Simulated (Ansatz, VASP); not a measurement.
## Two plane-wave programs on AlCo

```
Co Al
1.0
     2.81940    0.00000    0.00000
     0.00000    2.81940    0.00000
     0.00000    0.00000    2.81940
Co Al
1 1
Direct
  0.50000 0.50000 0.50000
  0.00000 0.00000 0.00000
```

Alike in both runs: task single point; functional PBEsol; k mesh 8 × 8 × 8; occupations fermi-dirac, width 0.05 eV; collinear spin; fixed moment 1 μB.

```csv
,VASP,Ansatz
version,VASP 6.6.1,Ansatz 0.2.0
potentials or method,"VASP PAW PBE potentials, release 64 (Co_sv, Al)",Ansatz PAW
plane-wave cutoff (eV),600,420
valence electrons in the cell,20,20
```

```tsv
	VASP	Ansatz	Ansatz less VASP
pressure (GPa)	6.0	7.4	+1.41
net moment per atom (μB)	0.50	0.50	0.000
size of the moment on the site where the two differ most (μB)	0.96	0.99	+0.023
```

VASP's potentials were made for PBE, not for PBEsol. Site moments also hang on the region over which each program counts them. The functional is the same, so the differences come from potentials, cutoffs and numerics.
